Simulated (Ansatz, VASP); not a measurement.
## P: VASP beside Ansatz

```
P
1.0
     0.00000    2.66402    2.66402
     2.66402    0.00000    2.66402
     2.66402    2.66402    0.00000
P
2
Direct
  0.12500 0.12500 0.12500
  0.87500 0.87500 0.87500
```

Alike in both runs: task single point; functional PBE; k mesh 11 × 11 × 11; occupations fermi-dirac, width 0.1 eV; no spin polarisation.

```csv
,VASP,Ansatz
version,VASP 6.6.1,Ansatz 0.2.0
potentials or method,"VASP PAW PBE potentials, release 64 (P), cutoff 520 eV","plane waves (420 eV) with PAW, scalar-relativistic"
valence electrons in the cell,10,10
```

Ansatz gave:

* pressure (GPa): 4.4

Question: What did VASP give for the same quantities?

Answer: Pressure (GPa): 4.2.

With one functional, cell and mesh, what is left measures potentials, basis and numerics.
